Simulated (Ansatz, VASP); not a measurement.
AlP in VASP and in Ansatz

The input POSCAR:

```
AlP
1.0
    0.0000000000      2.7255609220      2.7527050148
    2.7255609220      0.0000000000      2.7527050148
    2.7255609220      2.7255609220      0.0000000000
Al P
1 1
Direct
    0.0000000000      0.0000000000      0.0000000000
    0.2500000000      0.2500000000      0.2500000000
```

Contents of INCAR.step1:

```
SYSTEM = AlP
ALGO = Normal
EDIFF = 1E-5
ENCUT = 550
GGA = PE
GGA_COMPAT = .FALSE.
ISMEAR = 0
LASPH = .TRUE.
LCHARG = .FALSE.
LREAL = .FALSE.
LWAVE = .TRUE.
NBANDS = 11
NELM = 120
PREC = Accurate
SIGMA = 0.01
```

File INCAR.step2:

```
SYSTEM = AlP
ALGO = Normal
EDIFF = 1E-6
ENCUT = 550
GGA_COMPAT = .FALSE.
ISIF = 2
ISMEAR = 0
ISTART = 1
LASPH = .TRUE.
LCHARG = .FALSE.
LMIXTAU = .TRUE.
LREAL = .FALSE.
LWAVE = .FALSE.
METAGGA = R2SCAN
NBANDS = 11
NELM = 120
PREC = Accurate
SIGMA = 0.01
```

KPOINTS

```
k-points
0
G
  8 8 8
  0 0 0
```

Input for Ansatz:

```yaml
crystal:
  lattice:
    - [0.0, 2.725560922, 2.7527050148]
    - [2.725560922, 0.0, 2.7527050148]
    - [2.725560922, 2.725560922, 0.0]
  atoms:
    - { symbol: Al, position: [0.0, 0.0, 0.0] }
    - { symbol: P, position: [0.25, 0.25, 0.25] }
kpoints:
  mp_grid: { grid: [8, 8, 8] }
  band_path:
    path:
      - [0.0, 0.0, 0.0]
      - [-0.5, -0.5, 0.0]
      - [-0.375, -0.375, 0.25]
      - [-0.375, 0.0, 0.375]
      - [0.0, 0.0, 0.5]
      - [-0.5, -0.25, 0.25]
      - [0.0, 0.5, 0.5]
    npoints: 1
hamiltonian:
  xc: r2scan
scf:
  occupations: { method: fixed }
  n_extra_bands: 4
output:
  forces: true
  stress: true
  eigenvalues: true
```

Change from the starting cell: epitaxial_xy strain -0.5%.

Alike in both runs: task single point; functional r2SCAN; k mesh 8 × 8 × 8; no spin polarisation.

|  | VASP | Ansatz |
| --- | --- | --- |
| version | VASP 6.6.1 | Ansatz 0.2.0 |
| potentials or method | VASP PAW PBE potentials, release 64 (Al, P) | plane waves, PAW |
| plane-wave cutoff (eV) | 550 | 500 |
| occupations | gaussian, width 0.01 eV | fixed |
| valence electrons in the cell | 8 | 8 |

Ansatz gave:

| Property | Result |
| --- | --- |
| gap on the k mesh at the Fermi level (eV) | 1.88 |
| pressure (GPa) | 0.5 |
| traceless stress, the component that is largest in VASP (GPa) | -0.47 |

Problem. Estimate VASP's values.

Solution. gap on the k mesh at the Fermi level (eV): 1.88; pressure (GPa): 0.2; traceless stress, the component that is largest in VASP (GPa): -0.48.

VASP's potentials were made for PBE, not for r2SCAN.
